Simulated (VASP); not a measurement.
A run of VASP 6.6.1:

The input INCAR:

```
PREC     = Accurate       # precision mode
ENCUT    = 520            # plane-wave cutoff, eV
EDIFF    = 1E-6           # SCF threshold, eV
ISMEAR   = -1             # smearing method
SIGMA    = 0.08           # smearing width, eV
LREAL    = F              # projectors in reciprocal space
LASPH    = T              # aspherical terms in the spheres
NELM     = 100            # most SCF steps
ALGO     = Normal         # electronic algorithm
ISIF     = 2              # what is computed and relaxed
LWAVE    = F              # write WAVECAR
LCHARG   = F              # write CHGCAR
GGA      = PE             # functional
NBANDS   = 9              # bands
```

KPOINTS

```
regular mesh
0
Gamma
  14 14 8
```

File POSCAR:

```
Mg
1.0
    3.2022615989      0.0000000000      0.0000000000
   -1.6011307994      2.7732398942      0.0000000000
    0.0000000000      0.0000000000      5.2153121781
Mg
2
Direct
    0.3333333333      0.6666666667      0.2500000000
    0.6666666667      0.3333333333      0.7500000000
```

Potentials or basis: VASP PAW PBE potentials, release 64 (Mg).

The run is started by

```sh
$ cat potpaw_PBE.64/Mg/POTCAR > POTCAR
$ mpirun -np 1 vasp_std > vasp.out
```

Hardware: 1 thread of AMD EPYC 7R13 (shared host).

**Question.** Estimate the wall time of this run.

**Answer.** Wall time 52 s on 1 thread of AMD EPYC 7R13, with other jobs on the host, peak memory 0.16 GiB. Counts: scf iterations 10, k points 120.
